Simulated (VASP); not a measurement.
SnO2, 6 atoms in the cell. It takes space group P6_3/mmc (No. 194, hexagonal). The conventional cell has a = 3.231 Å, b = 3.231 Å, c = 10.791 Å, α = 90.00°, β = 90.00°, γ = 120.00°. Within 2.8 Å of Sn (site symmetry -3m) lie 6 O at 2.12 Å. O (site symmetry 3m) has 3 Sn at 2.12 Å and 3 O at 2.76 Å within 2.8 Å. 

- Program: VASP 6.6.1
- Task: single point
- Functional: LDA
- Potentials or basis: VASP PAW LDA potentials, release 64 (Sn_d, O)
- Cutoff: 600 eV
- k mesh: 7 × 7 × 2
- Occupations: gaussian, width 0.01 eV
- Spin: no spin polarisation
- Dipole correction: no
- Further INCAR settings: ALGO = Normal; EDIFF = 1e-06; NBANDS = 35

Potentials or basis: VASP PAW LDA potentials, release 64 (Sn_d, O).

Command:

```sh
$ cat potpaw_LDA.64/Sn_d/POTCAR potpaw_LDA.64/O/POTCAR > POTCAR
$ mpirun -np 1 vasp_std > vasp.out
```

Hardware: 1 thread of Intel(R) Xeon(R) Platinum 8488C (Sapphire Rapids), with other jobs on the host.

How long does it take, and how much memory?

Run time: 64 s on 1 thread of Intel(R) Xeon(R) Platinum 8488C (Sapphire Rapids), with other jobs on the host, peak memory 0.22 GiB. Counts: scf iterations 13, k points 16.
